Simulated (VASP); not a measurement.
## Si7Ge: single point with PBEsol

Si7Ge:

```
Si Ge
1.0
     5.64655    0.00000    0.00000
     0.00000    5.64655    0.00000
     0.00000    0.00000    5.64655
Si Ge
7 1
Direct
  0.25260 0.25260 0.25260
  0.00000 0.50000 0.50000
  0.50000 0.50000 0.00000
  0.50000 0.00000 0.50000
  0.74740 0.25260 0.74740
  0.74740 0.74740 0.25260
  0.25260 0.74740 0.74740
  0.00000 0.00000 0.00000
```

```
Program                : VASP 6.6.1
Task                   : single point
Functional             : PBEsol
Potentials or basis    : VASP PAW PBE potentials, release 64 (Si, Ge_d)
Cutoff                 : 520 eV
k mesh                 : 8 × 8 × 8
Occupations            : gaussian, width 0.03 eV
Spin                   : no spin polarisation
Dipole correction      : no
Further INCAR settings : ALGO = Normal; EDIFF = 1e-06; NBANDS = 31
```

* Pressure: -7.3 GPa
* Largest force: 0.003 eV/Å
* Band gap on the k mesh: 0.45 eV

Forces in eV/Å, atoms in the order of the input:
```
Si   0.002  0.002  0.002
Si   0.000  0.000  0.000
Si   0.000  0.000  0.000
Si   0.000  0.000  0.000
Si  -0.002  0.002 -0.002
Si  -0.002 -0.002  0.002
Si   0.002 -0.002 -0.002
Ge   0.000  0.000  0.000
```

Levels at points of the mesh, in eV from the valence-band top:
```tsv
k point	band 17	band 18	band 19	band 20	band 21	band 22	band 23	band 24	band 25	band 26
(0.00, 0.00, 0.00)	-2.61	-2.61	0.00	0.00	0.00	0.45	0.82	0.82	0.82	0.89
(0.50, 0.00, 0.00)	-3.43	-1.80	-1.80	-1.67	-1.67	1.02	1.19	2.94	2.94	4.14
(0.50, 0.50, 0.00)	-3.41	-1.36	-1.25	-1.17	-1.17	2.15	2.15	2.17	2.42	4.46
(0.50, 0.50, 0.50)	-1.19	-1.19	-1.01	-1.01	-1.01	0.64	1.06	1.06	1.06	3.20
```

It took 3.9 min on 1 thread of Intel(R) Xeon(R) 6975P-C (Granite Rapids), with other jobs on the host, peak memory 0.35 GiB.

Caveat: the cell stands under tension; the PAW data sets were made with another functional, which shifts forces and pressure a little. A k mesh can miss the band edges.
